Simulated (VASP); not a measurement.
A run of VASP 6.6.1 is set up as follows.

The input INCAR:

```
SYSTEM = Pt
PREC = Accurate ; ENCUT = 600
EDIFF = 1E-6 ; ISMEAR = -1
SIGMA = 0.1 ; LREAL = .FALSE.
LASPH = .TRUE. ; NELM = 60
ALGO = Normal ; ISIF = 3
LWAVE = .FALSE. ; LCHARG = .FALSE.
GGA = RP ; IBRION = 2
NSW = 80 ; EDIFFG = -0.01
```

File KPOINTS:

```
regular mesh
0
G
  10 10 10
  0 0 0
```

Contents of POSCAR:

```
Pt
1.0
    0.0000000000      2.7314125730      2.7314125730
    2.7314125730      0.0000000000      2.7314125730
    2.7314125730      2.7314125730      0.0000000000
Pt
2
Direct
    0.1250000000      0.1250000000      0.1250000000
    0.8750000000      0.8750000000      0.8750000000
```

Potentials or basis: VASP PAW PBE potentials, release 64 (Pt).

Launch:

```bash
$ cat potpaw_PBE.64/Pt/POTCAR > POTCAR
$ mpirun -np 1 vasp_std > vasp.out
```

Q: What does it give for the space group after relaxing (to 0.05 Å)?

A: Fd-3m (No. 227).

Q: Predict the relaxed volume.

A: 24.68 Å³/atom.

Q: Estimate the band gap on the k mesh.

A: Zero (band 10 reaches 5.02 eV, above the bottom of band 11 at 4.46 eV).

The path:
```csv
step,energy change (eV),largest force (eV/Å),pressure (GPa),volume (Å³)
1,0.0000,0.0000,32.54,40.76
2,0.5543,0.0000,-12.91,70.37
3,-0.7080,0.0000,-2.13,50.47
4,-0.7149,0.0000,-0.67,49.70
5,-0.7156,0.0000,0.00,49.36
```

Caveat: the volume moved by over 15 % at a fixed basis, so the end points are rough; the PAW data sets were made with another functional, which shifts forces and pressure a little; spin-orbit coupling is left out, which moves the levels of the heavy elements.
